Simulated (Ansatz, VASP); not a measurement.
**Na4Au: VASP beside Ansatz**

```
Na Au
1.0
    -3.48074    3.48074    3.48074
     3.48074   -3.48074    3.48074
     3.48074    3.48074   -3.48074
Na Au
4 1
Direct
  0.50000 0.50000 0.50000
  0.00000 0.00000 0.50000
  0.00000 0.50000 0.00000
  0.50000 0.00000 0.00000
  0.00000 0.00000 0.00000
```

Alike in both runs: task relaxation of cell and atoms; functional PBE; k mesh 8 × 8 × 8; occupations gaussian, width 0.1 eV; no spin polarisation.

|  | VASP | Ansatz |
| --- | --- | --- |
| version | VASP 6.6.1 | Ansatz 0.2.0 |
| potentials or method | VASP PAW PBE potentials, release 64 (Na_pv, Au), cutoff 600 eV | scalar-relativistic, plane waves, PAW |
| valence electrons in the cell | 39 | 55 |

```csv
,VASP,Ansatz,Ansatz less VASP
"gap on the k mesh at the Fermi level, each at its own relaxed structure (eV)",none,none,-
relaxed volume (Å³/atom),33.74,33.74,0.000
relaxed cell length with the largest relative difference (Å),6.029,6.029,0.0000
```

A gap of «none» marks a metal or a gap that the smearing closes. VASP's potentials hold 39 valence electrons a cell and Ansatz's 55, so a difference there can come from the potentials and not from the codes.

Neither program's run includes spin-orbit coupling. Noted on VASP's run: the relaxation stopped at its first step, so nothing moved.
